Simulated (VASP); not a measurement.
Wanted: the native input for a VASP 6.6.1 run.

| Item | Value |
| --- | --- |
| Task | electric field gradients |
| Functional | PBEsol |
| Potentials or basis | VASP PAW PBE potentials, release 64 (Ti_sv, C) |
| Cutoff | 520 eV |
| k mesh | 14 × 14 × 14 |
| Occupations | fermi-dirac, width 0.03 eV |
| Spin | no spin polarisation |
| Dipole correction | no |
| Further INCAR settings | ALGO = Normal; EDIFF = 1e-08; NBANDS = 15 |

The structure of TiC lies in POSCAR:

```
TiC
1.0
    0.0000000000      2.1640000000      2.1207200000
    2.1640000000      0.0000000000      2.1207200000
    2.1640000000      2.1640000000      0.0000000000
Ti C
1 1
Direct
    0.0000000000      0.0000000000      0.0000000000
    0.5000000000      0.5000000000      0.5000000000
```

This cell differs from its parent crystal: zz strain of -2 %.

The input as run:

INCAR

```
PREC = Accurate
ENCUT = 520
EDIFF = 1E-8
ISMEAR = -1
SIGMA = 0.03
LREAL = False
LASPH = True
NELM = 80
ALGO = Normal
ISIF = 2
LWAVE = False
LCHARG = False
GGA = PS
LEFG = True
NBANDS = 15
```

KPOINTS

```
regular mesh
0
Gamma
  14 14 14
```

Potentials or basis: VASP PAW PBE potentials, release 64 (Ti_sv, C).

Command:

```bash
$ cat potpaw_PBE.64/Ti_sv/POTCAR potpaw_PBE.64/C/POTCAR > POTCAR
$ mpirun -np 1 vasp_std > vasp.out
```

It gave:

| Item | Value |
| --- | --- |
| Pressure | -0.6 GPa |
| Band gap on the k mesh | zero (band 8 reaches 10.34 eV, above the bottom of band 9 at 9.02 eV) |

Caveat: the cell differs from its parent crystal (zz strain of -2 %); without QUAD_EFG the Cq values of the log hold for a quadrupole moment of 1 mb, not for the nuclei; the PAW data sets were made with another functional, which shifts forces and pressure a little.

Run time: 50 s on 1 thread of Intel(R) Xeon(R) Platinum 8259CL CPU @ 2.50GHz (Skylake/Cascade Lake), with other jobs on the host, peak memory 0.2 GiB.
